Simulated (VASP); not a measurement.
A run of VASP 6.6.1 is set up as follows.

File INCAR:

```
PREC = Accurate
ENCUT = 520
EDIFF = 1E-6
ISMEAR = 0
SIGMA = 0.05
LREAL = F
LASPH = T
NELM = 150
ALGO = Normal
ISIF = 2
LWAVE = F
LCHARG = F
ISPIN = 2
MAGMOM = 1.66 0
LORBIT = 11
LMAXMIX = 4
GGA = PS
NBANDS = 20
```

Contents of KPOINTS:

```
regular mesh
0
Gamma
  10 10 10
```

The input POSCAR:

```
TiSe
1.0
    0.0000000000      3.0242977217      3.0242977217
    3.0242977217      0.0000000000      3.0242977217
    3.0242977217      3.0242977217      0.0000000000
Ti Se
1 1
Direct
    0.0000000000      0.0000000000      0.0000000000
    0.2500000000      0.2500000000      0.2500000000
```

Potentials or basis: VASP PAW PBE potentials, release 64 (Ti_sv, Se).

Launch:

```console
$ cat potpaw_PBE.64/Ti_sv/POTCAR potpaw_PBE.64/Se/POTCAR > POTCAR
$ mpirun -np 1 vasp_std > vasp.out
```

Estimate the pressure.

-6.5 GPa.

Predict the band gap on the k mesh.

zero (filled and empty bands overlap).

Predict the site moments.

Ti +1.53; Se -0.07 μB.

Estimate the net moment.

2.00 μB per cell.

Caveat: the PAW data sets were made with another functional, which shifts forces and pressure a little.
